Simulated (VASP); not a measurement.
# AgPt3 in VASP: a series of runs, part 2 of 3

VASP 6.6.1. Earlier steps stand in the parts before.

**3. Electric field gradients, LDA (15.13 Å³/atom)**

This run uses another cell than the first one, of 15.13 Å³/atom.

INCAR reads:

```
PREC     = Accurate       # precision mode
ENCUT    = 470            # plane-wave cutoff, eV
EDIFF    = 1E-8           # SCF threshold, eV
ISMEAR   = -1             # smearing method
SIGMA    = 0.08           # smearing width, eV
LREAL    = False          # projectors in reciprocal space
LASPH    = True           # aspherical terms in the spheres
NELM     = 120            # most SCF steps
ALGO     = Normal         # electronic algorithm
ISIF     = 2              # what is computed and relaxed
LWAVE    = False          # write WAVECAR
LCHARG   = False          # write CHGCAR
LEFG     = True         
NBANDS   = 44             # bands
GGA_COMPAT= False
```

KPOINTS reads:

```
regular mesh
0
Gamma
  9 9 9
```

POSCAR reads:

```
AgPt3
1.0
    3.9258285673      0.0000000000      0.0000000000
    0.0000000000      3.9258285673      0.0000000000
    0.0000000000      0.0000000000      3.9258285673
Ag Pt
1 3
Direct
    0.0000000000      0.0000000000      0.0000000000
    0.0000000000      0.5000000000      0.5000000000
    0.5000000000      0.0000000000      0.5000000000
    0.5000000000      0.5000000000      0.0000000000
```

Potentials or basis: VASP PAW LDA potentials, release 64 (Ag_sv_GW, Pt_sv_GW).

Started as:

```sh
cat potpaw_LDA.64/Ag_sv_GW/POTCAR potpaw_LDA.64/Pt_sv_GW/POTCAR > POTCAR
mpirun -np 1 vasp_std > vasp.out
```

OUTCAR:

```text
PREC = Accurate
   ENCUT = 470
   EDIFF = 1E-8
   ISMEAR = -1
   LREAL = False
   LASPH = True
   NELM = 120
   ISIF = 2

 ion  position               nearest neighbor table
   1  0.000  0.000  0.000-   2 2.78   3 2.78   4 2.78   2 2.78   3 2.78   2 2.78   4 2.78   2 2.78
                             3 2.78   4 2.78   3 2.78   4 2.78
   2  0.000  0.500  0.500-   1 2.78   3 2.78   4 2.78   1 2.78   4 2.78   1 2.78   3 2.78   1 2.78
                             3 2.78   4 2.78   4 2.78   3 2.78
   3  0.500  0.000  0.500-   1 2.78   2 2.78   4 2.78   1 2.78   4 2.78   2 2.78   4 2.78   4 2.78
                             1 2.78   2 2.78   1 2.78   2 2.78
   4  0.500  0.500  0.000-   1 2.78   2 2.78   3 2.78   2 2.78   3 2.78   1 2.78   3 2.78   3 2.78
                             1 2.78   2 2.78   2 2.78   1 2.78

  LATTYP: Found a simple cubic cell.
 ALAT       =     3.9258285673

  Lattice vectors:

 A1 = (   3.9258285673,   0.0000000000,   0.0000000000)
 A2 = (   0.0000000000,   3.9258285673,   0.0000000000)
 A3 = (   0.0000000000,   0.0000000000,   3.9258285673)

Analysis of symmetry for initial positions (statically):
=====================================================================
 Subroutine PRICEL returns:
 Original cell was already a primitive cell.

 Routine SETGRP: Setting up the symmetry group for a
 simple cubic supercell.

 Subroutine GETGRP returns: Found 48 space group operations
 (whereof 48 operations were pure point group operations)
 out of a pool of 48 trial point group operations.

The static configuration has the point symmetry O_h .

Analysis of symmetry for dynamics (positions and initial velocities):
=====================================================================
[... 1295 lines left out ...]
     44      21.5318      0.00000

 [... further k-points ...]
[... 5 lines left out ...]
  --------------------------------------------------------------------------------------
  -------------------------------------------------------------------------------------
  Total       -2.3216753     -2.3216753     -2.3216753     -0.0000000     -0.0000000      0.0000000
  in kB      -61.4777658    -61.4777658    -61.4777658     -0.0000000     -0.0000000      0.0000000
  external PRESSURE =     -61.4777658 kB  Pullay stress =       0.0000000 kB

 VOLUME and BASIS-vectors are now :
 -----------------------------------------------------------------------------
  energy-cutoff  :      470.00
  volume of cell :       60.51
      direct lattice vectors                 reciprocal lattice vectors
     3.925828567  0.000000000  0.000000000     0.254723298  0.000000000  0.000000000
     0.000000000  3.925828567  0.000000000     0.000000000  0.254723298  0.000000000
     0.000000000  0.000000000  3.925828567     0.000000000  0.000000000  0.254723298

 POSITION                                       TOTAL-FORCE (eV/Angst)
 -----------------------------------------------------------------------------------
      0.00000      0.00000      0.00000         0.000000      0.000000      0.000000
      0.00000      1.96291      1.96291         0.000000      0.000000      0.000000
      1.96291      0.00000      1.96291         0.000000      0.000000      0.000000
      1.96291      1.96291      0.00000         0.000000      0.000000      0.000000
 -----------------------------------------------------------------------------------
    total drift:                                0.000000      0.000000      0.000000

  FREE ENERGIE OF THE ION-ELECTRON SYSTEM (eV)
  ---------------------------------------------------
  free  energy   TOTEN  =       -23.6013483346 eV

  energy  without entropy=      -23.5285473382  energy(sigma->0) =      -23.56494784

 Electric field gradients (V/A^2)
---------------------------------------------------------------------
 ion       V_xx      V_yy      V_zz      V_xy      V_xz      V_yz
---------------------------------------------------------------------
   1       0.000     0.000    -0.000    -0.000    -0.000    -0.000
   2     -18.848     9.424     9.424    -0.000    -0.000     0.000
   3       9.424   -18.848     9.424    -0.000    -0.000     0.000
   4       9.424     9.424   -18.848    -0.000    -0.000     0.000
---------------------------------------------------------------------

 Electric field gradients after diagonalization (V/A^2)
 (convention: |V_zz| > |V_xx| > |V_yy|)
----------------------------------------------------------------------
 ion       V_xx      V_yy      V_zz     asymmetry (V_yy - V_xx)/ V_zz
----------------------------------------------------------------------
   1       0.000    -0.000     0.000      -0.712
   2       9.424     9.424   -18.848       0.000
   3       9.424     9.424   -18.848       0.000
   4       9.424     9.424   -18.848       0.000
----------------------------------------------------------------------

           NMR quadrupolar parameters

 Cq : quadrupolar parameter    Cq=e*Q*V_zz/h
 eta: asymmetry parameters     (V_yy - V_xx)/ V_zz
 Q  : nuclear electric quadrupole moment in mb (millibarn)
----------------------------------------------------------------------
 ion       Cq(MHz)       eta       Q (mb)
----------------------------------------------------------------------
   1       0.000      -0.712       1.000
   2      -0.046       0.000       1.000
   3      -0.046       0.000       1.000
   4      -0.046       0.000       1.000
----------------------------------------------------------------------
```

stdout:

```text
POSCAR found type information on POSCAR AgPt
 POSCAR found :  2 types and       4 ions
 scaLAPACK will be used
 LDA part: xc-table for (Slater(with rela. corr.)+CA(PZ))
 , standard interpolation
 POSCAR, INCAR and KPOINTS ok, starting setup
 FFT: planning ... GRIDC
 FFT: planning ... GRID_SOFT
 FFT: planning ... GRID
 WAVECAR not read
 entering main loop
ion   1

ion   2

ion   3

ion   4
```

It took 2.2 min on 1 thread of Intel Xeon Platinum 8375C at 2.90GHz (Ice Lake), shared host; peak memory 0.2 GiB.

Results:

```
Free energy                             : -23.6013 eV
Pressure                                : -6.1 GPa
Band gap on the k mesh                  : zero (an odd number of electrons rules out a gap without spin polarisation)
Largest electric field gradient by atom : Ag +0.0; Pt -18.8 V/Å²
```

Electric field gradients, principal values (V/Å²):
```
atom  least  middle  greatest (by size)
1 Ag  0.000   0.000               0.000
2 Pt  9.424   9.424             -18.848
3 Pt  9.424   9.424             -18.848
4 Pt  9.424   9.424             -18.848
```

Caveat: the cell stands under tension; without QUAD_EFG the Cq values of the log hold for a quadrupole moment of 1 mb, not for the nuclei; spin-orbit coupling is left out, which moves the levels of the heavy elements.

(Part 2 of 3 ends here.)
